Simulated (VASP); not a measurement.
A run of VASP 6.6.1:

INCAR

```
PREC = Accurate
ENCUT = 910
EDIFF = 1E-6
ISMEAR = 0
SIGMA = 0.02
LREAL = False
LASPH = True
NELM = 120
ALGO = Normal
ISIF = 2
LWAVE = False
LCHARG = True
GGA = PS
LELF = True
LVHAR = True
NBANDS = 28
GGA_COMPAT = False
```

File KPOINTS:

```
Automatic mesh
0
Gamma
  6 6 6
```

POSCAR

```
BaZrO3
1.0
    4.1806652538      0.0000000000      0.0000000000
    0.0000000000      4.1806652538      0.0000000000
    0.0000000000      0.0000000000      4.1806652538
Ba Zr O
1 1 3
Direct
    0.0000000000      0.0000000000      0.0000000000
    0.5000000000      0.5000000000      0.5000000000
    0.0000000000      0.5000000000      0.5000000000
    0.5000000000      0.0000000000      0.5000000000
    0.5000000000      0.5000000000      0.0000000000
```

Potentials or basis: VASP PAW PBE potentials, release 64 (Ba_sv, Zr_sv, O_h).

Command:

```bash
$ cat potpaw_PBE.64/Ba_sv/POTCAR potpaw_PBE.64/Zr_sv/POTCAR potpaw_PBE.64/O_h/POTCAR > POTCAR
$ mpirun -np 1 vasp_std > vasp.out
```

Hardware: 1 thread of AMD EPYC 9R45 96-Core Processor (Zen 5), with other jobs on the host.

Problem. How long does it take, and how much memory?

Solution. Wall time 52 s on 1 thread of AMD EPYC 9R45 96-Core Processor (Zen 5) (shared host), peak memory 0.28 GiB. Counts: scf iterations 14, k points 20.
